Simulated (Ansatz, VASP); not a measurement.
SrCu2Sb2 in VASP and in Ansatz

INCAR

```
PREC = Accurate
ENCUT = 520
EDIFF = 1E-6
ISMEAR = 1
SIGMA = 0.1
LREAL = False
LASPH = True
NELM = 60
ALGO = Normal
ISIF = 2
LWAVE = False
LCHARG = False
GGA = CA
NBANDS = 53
```

Contents of KPOINTS:

```
Automatic mesh
0
Gamma
  6 6 3
```

The input POSCAR:

```
SrCu2Sb2
1.0
    4.6263492593      0.0000000000      0.0000000000
    0.0000000000      4.6263492593      0.0000000000
    0.0000000000      0.0000000000     10.9009771579
Sr Cu Sb
2 4 4
Direct
    0.5000000000      0.0000000000      0.2366100000
    0.0000000000      0.5000000000      0.7633900000
    0.5000000000      0.0000000000      0.6329100000
    0.0000000000      0.0000000000      0.0000000000
    0.0000000000      0.5000000000      0.3670900000
    0.5000000000      0.5000000000      0.0000000000
    0.0000000000      0.5000000000      0.1285300000
    0.5000000000      0.5000000000      0.5000000000
    0.0000000000      0.0000000000      0.5000000000
    0.5000000000      0.0000000000      0.8714700000
```

Input for Ansatz:

```yaml
crystal:
  lattice:
    - [4.626349259287922, 0.0, 0.0]
    - [0.0, 4.626349259287922, 0.0]
    - [0.0, 0.0, 10.900977157868777]
  atoms:
    - { symbol: Sr, position: [0.5, 0.0, 0.23661] }
    - { symbol: Sr, position: [0.0, 0.5, 0.76339] }
    - { symbol: Cu, position: [0.5, 0.0, 0.63291] }
    - { symbol: Cu, position: [0.0, 0.0, 0.0] }
    - { symbol: Cu, position: [0.0, 0.5, 0.36709] }
    - { symbol: Cu, position: [0.5, 0.5, 0.0] }
    - { symbol: Sb, position: [0.0, 0.5, 0.12853] }
    - { symbol: Sb, position: [0.5, 0.5, 0.5] }
    - { symbol: Sb, position: [0.0, 0.0, 0.5] }
    - { symbol: Sb, position: [0.5, 0.0, 0.87147] }
basis:
  ecutwfc: 500.0
kpoints:
  mp_grid:
    grid: [6, 6, 3]
hamiltonian:
  xc: lda
scf:
  occupations:
    method: methfessel_paxton
output:
  stress: true
```

Alike in both runs: task single point; functional LDA; k mesh 6 × 6 × 3; no spin polarisation.

|  | VASP | Ansatz |
| --- | --- | --- |
| version | VASP 6.6.1 | Ansatz 0.2.0 |
| potentials or method | VASP PAW LDA potentials, release 64 (Sr_sv, Cu, Sb), cutoff 520 eV | plane waves, PAW |
| occupations | methfessel-paxton of order 1, width 0.1 eV | methfessel-paxton of order 1 |
| valence electrons in the cell | 84 | 156 |

```csv
,VASP,Ansatz,Ansatz less VASP
pressure (GPa),-6.0,-6.4,-0.45
"traceless stress, the component that is largest in VASP (GPa)",-0.22,-0.25,-0.026
```

LDA's correlation is that of Perdew and Zunger in VASP and of Perdew and Wang (1992) in Ansatz. VASP's potentials hold 84 valence electrons a cell and Ansatz's 156, so a difference there can come from the potentials and not from the codes.

Spin-orbit coupling is off throughout.
